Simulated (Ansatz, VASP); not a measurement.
# One calculation of SiO2, two programs

Contents of INCAR:

```
SYSTEM = SiO2
PREC = Accurate
ENCUT = 520
EDIFF = 1E-8
ISMEAR = 0
SIGMA = 0.001
LREAL = .FALSE.
LASPH = .TRUE.
NELM = 80
ALGO = Normal
ISIF = 2
LWAVE = .FALSE.
LCHARG = .FALSE.
GGA = PE
LEFG = .TRUE.
NBANDS = 44
```

Contents of KPOINTS:

```
Automatic mesh
0
G
  4 4 3
  0 0 0
```

Contents of POSCAR:

```
SiO2
1.0
    4.9890000000      0.0000000000      0.0000000000
    0.0000000000      4.9890000000      0.0000000000
    0.0000000000      0.0000000000      6.9910000000
Si O
4 8
Direct
    0.2976700000      0.2976700000      0.0000000000
    0.2023300000      0.7976700000      0.2500000000
    0.7023300000      0.7023300000      0.5000000000
    0.7976700000      0.2023300000      0.7500000000
    0.2410200000      0.0999400000      0.1760200000
    0.4000600000      0.7410200000      0.4260200000
    0.7589800000      0.9000600000      0.6760200000
    0.5999400000      0.2589800000      0.9260200000
    0.7410200000      0.4000600000      0.5739800000
    0.9000600000      0.7589800000      0.3239800000
    0.2589800000      0.5999400000      0.0739800000
    0.0999400000      0.2410200000      0.8239800000
```

Input for Ansatz:

```yaml
crystal:
  lattice:
    - [4.989, 0.0, 0.0]
    - [0.0, 4.989, 0.0]
    - [0.0, 0.0, 6.991]
  atoms:
    - { symbol: Si, position: [0.29767, 0.29767, 0.0] }
    - { symbol: Si, position: [0.20233, 0.79767, 0.25] }
    - { symbol: Si, position: [0.70233, 0.70233, 0.5] }
    - { symbol: Si, position: [0.79767, 0.20233, 0.75] }
    - { symbol: O, position: [0.24102, 0.09994, 0.17602] }
    - { symbol: O, position: [0.40006, 0.74102, 0.42602] }
    - { symbol: O, position: [0.75898, 0.90006, 0.67602] }
    - { symbol: O, position: [0.59994, 0.25898, 0.92602] }
    - { symbol: O, position: [0.74102, 0.40006, 0.57398] }
    - { symbol: O, position: [0.90006, 0.75898, 0.32398] }
    - { symbol: O, position: [0.25898, 0.59994, 0.07398] }
    - { symbol: O, position: [0.09994, 0.24102, 0.82398] }
kpoints:
  mp_grid: { grid: [4, 4, 3] }
scf:
  occupations: { method: gaussian, width: 0.001 }
  initial_density: { chi_scale: 0.1 }
hamiltonian:
  xc: pbe
  pseudopotentials: { kind: paw, frozen_core: stored }
output:
  forces: true
  stress: true
  populations: true
  efg: { quadrupole_moments_barn: { O: -0.02558 } }
  write_density: true
  write_potential: true
  elf: true
  volumetric_format: npy
```

Alike in both runs: task electric field gradients; functional PBE; k mesh 4 × 4 × 3; occupations gaussian, width 0.001 eV; no spin polarisation.

|  | VASP | Ansatz |
| --- | --- | --- |
| version | VASP 6.6.1 | Ansatz 0.2.0 |
| potentials or method | VASP PAW PBE potentials, release 64 (Si, O) | plane-wave PAW, scalar-relativistic |
| plane-wave cutoff (eV) | 520 | 420 |
| valence electrons in the cell | 64 | 64 |

Ansatz gave:

* gap on the k mesh at the Fermi level (eV): 5.77
* pressure (GPa): 6.9
* traceless stress, the component that is largest in VASP (GPa): 0.36
* rms of the force components (eV/Å): 0.215
* size of Vzz on the site where it differs most (V/Å²): 95.1

Q: What did VASP give for the same quantities?

A: gap on the k mesh at the Fermi level (eV): 5.77; pressure (GPa): 7.0; traceless stress, the component that is largest in VASP (GPa): 0.34; rms of the force components (eV/Å): 0.215; size of Vzz on the site where it differs most (V/Å²): 87.5.

Atom by atom the forces differ by 0.009 eV/Å (rms over components).
